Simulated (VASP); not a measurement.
## Cu: single point with PBE

Cu:

```xyz
1
Lattice="0.0000 1.8149 1.8149 1.8149 0.0000 1.8149 1.8149 1.8149 0.0000" Properties=species:S:1:pos:R:3 pbc="T T T"
Cu    0.0000    0.0000    0.0000
```

```
Program             : VASP 6.6.1
Task                : single point
Functional          : PBE
Potentials or basis : VASP PAW PBE potentials, release 64 (Cu)
Cutoff              : 520 eV
k mesh              : 28 × 28 × 28
Occupations         : gaussian, width 0.15 eV
Spin                : no spin polarisation
```

| Quantity | Value |
| --- | --- |
| Pressure | 0.5 GPa |
| Band gap on the k mesh | zero (an odd number of electrons rules out a gap without spin polarisation) |

Levels at points of the mesh, in eV from the Fermi level:
```
           k point  band 2  band 3  band 4  band 5  band 6  band 7  band 8  band 9  band 10  band 11
(0.00, 0.00, 0.00)   -3.01   -3.01   -3.01   -2.21   -2.21   22.48   25.03   25.03    25.03    27.51
(0.50, 0.00, 0.00)   -3.04   -3.04   -1.65   -1.65   -0.99    3.67   20.97   21.86    21.86    24.88
(0.50, 0.50, 0.00)   -4.38   -1.67   -1.51   -1.51    1.49    7.01   12.97   12.97    17.43    20.04
```

Wall time 63 s on 1 thread of Intel Xeon 8259CL (shared host), peak memory 0.2 GiB.
